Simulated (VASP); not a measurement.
# Tl3ICl2: single point with PBE

Tl3ICl2:

```
CELL_PARAMETERS angstrom
7.58829 0.00000 0.00000
-3.79414 6.57165 0.00000
0.00000 0.00000 4.69702
ATOMIC_POSITIONS crystal
Tl 0.50000 0.00000 0.50000
Tl 0.00000 0.50000 0.50000
Tl 0.50000 0.50000 0.50000
I 0.00000 0.00000 0.50000
Cl 0.33333 0.66667 0.00000
Cl 0.66667 0.33333 0.00000
```

The cell was generated, and may not be a known phase.

```json
{"Program": "VASP 6.6.1", "Task": "single point", "Functional": "PBE", "Potentials or basis": "VASP PAW PBE potentials, release 64 (Tl_d, I, Cl)", "Cutoff": "500 eV", "k mesh": "2 × 2 × 2", "Occupations": "gaussian, width 0.15 eV", "Spin": "no spin polarisation"}
```

| Quantity | Value |
| --- | --- |
| Pressure | 0.1 GPa |
| Band gap on the k mesh | 0.78 eV |

Stress tensor (GPa, compression positive):
```
 0.24  0.00  0.00
 0.00  0.24  0.00
 0.00  0.00 -0.11
```

Levels at points of the mesh, in eV from the valence-band top:
```tsv
k point	band 28	band 29	band 30	band 31	band 32	band 33
(0.00, 0.00, 0.00)	-1.14	-1.14	0.00	0.78	3.79	3.79
(0.50, 0.00, 0.00)	-0.91	-0.45	0.00	1.90	3.03	3.44
(0.00, 0.00, 0.50)	-1.43	-0.93	-0.89	2.70	3.28	3.30
(0.50, 0.00, 0.50)	-0.86	-0.80	-0.16	2.23	2.99	3.19
```

It took 90 s on 1 thread of Intel Xeon 8259CL (shared host), peak memory 0.33 GiB.

Caveat: the k points lie up to 0.67 Å⁻¹ apart; spin-orbit coupling is left out, which moves the levels of the heavy elements.
